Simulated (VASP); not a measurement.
Write the native input for VASP 6.6.1 that does the following.

| Item | Value |
| --- | --- |
| Task | single point |
| Functional | PBEsol |
| Potentials or basis | VASP PAW PBE potentials, release 64 (Mg, F) |
| Cutoff | 600 eV |
| k mesh | 6 × 6 × 8 |
| Occupations | gaussian, width 0.02 eV |
| Spin | no spin polarisation |
| Dipole correction | no |
| Further INCAR settings | ALGO = Normal; EDIFF = 1e-06; NBANDS = 25 |

The structure of MgF2 lies in POSCAR:

```
MgF2
1.0
    4.4838323505      0.0000000000      0.0000000000
    0.0000000000      4.4838323505      0.0000000000
    0.0000000000      0.0000000000      2.9825258161
Mg F
2 4
Direct
    0.0000000000      0.0000000000      0.0000000000
    0.5000000000      0.5000000000      0.5000000000
    0.3020850626      0.3020850626      0.0000000000
    0.1979149374      0.8020850626      0.5000000000
    0.6979149374      0.6979149374      0.0000000000
    0.8020850626      0.1979149374      0.5000000000
```

The input as run:

INCAR

```
SYSTEM = MgF2
ALGO     = Normal         ! electronic algorithm
EDIFF    = 1E-6           ! SCF threshold, eV
ENCUT    = 600            ! plane-wave cutoff, eV
GGA      = PS             ! functional
GGA_COMPAT= .FALSE.      
ISIF     = 2              ! what is computed and relaxed
ISMEAR   = 0              ! smearing method
LASPH    = .TRUE.         ! aspherical terms in the spheres
LCHARG   = .TRUE.         ! write CHGCAR
LELF     = .TRUE.         ! ELF
LREAL    = .FALSE.        ! projectors in reciprocal space
LVHAR    = .TRUE.       
LWAVE    = .FALSE.        ! write WAVECAR
NBANDS   = 25             ! bands
NELM     = 120            ! most SCF steps
PREC     = Accurate       ! precision mode
SIGMA    = 0.02           ! smearing width, eV
```

KPOINTS

```
k-points
0
G
  6 6 8
  0 0 0
```

Potentials or basis: VASP PAW PBE potentials, release 64 (Mg, F).

The run is started by

```bash
$ cat potpaw_PBE.64/Mg/POTCAR potpaw_PBE.64/F/POTCAR > POTCAR
$ mpirun -np 1 vasp_std > vasp.out
```

Results of the run:

The pressure is 10.4 GPa. The band gap on the k mesh is 7.51 eV.

Caveat: the cell stands under pressure; the PAW data sets were made with another functional, which shifts forces and pressure a little.

Wall time 76 s on 1 thread of Oxide Virtual Turin-like Processor, on a shared host, peak memory 0.19 GiB.
